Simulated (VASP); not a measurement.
A run of VASP 6.6.1 is set up as follows.

The input INCAR:

```
PREC = Accurate ; ENCUT = 600
EDIFF = 1E-7 ; ISMEAR = 0
SIGMA = 0.1 ; LREAL = F
LASPH = T ; NELM = 120
ALGO = Normal ; ISIF = 3
LWAVE = F ; LCHARG = F
GGA = PE ; IBRION = 2
NSW = 80 ; EDIFFG = -0.05
GGA_COMPAT = F ; NELMIN = 4
```

The input KPOINTS:

```
regular mesh
0
Gamma
  8 8 8
```

POSCAR

```
Cu
1.0
   -1.7937377684      1.7937377684      1.7937377684
    1.7937377684     -1.7937377684      1.7937377684
    1.7937377684      1.7937377684     -1.7937377684
Cu
1
Direct
    0.0000000000      0.0000000000      0.0000000000
```

Potentials or basis: VASP PAW PBE potentials, release 64 (Cu).

Launch:

```sh
$ cat potpaw_PBE.64/Cu/POTCAR > POTCAR
$ mpirun -np 1 vasp_std > vasp.out
```

(1) What does it give for the relaxed volume?

(2) Predict the space group after relaxing (to 0.05 Å).

## Answers

(1) 12.12 Å³/atom.

(2) Im-3m (No. 229).

Caveat: the volume moved by over 15 % at a fixed basis, so the end points are rough.
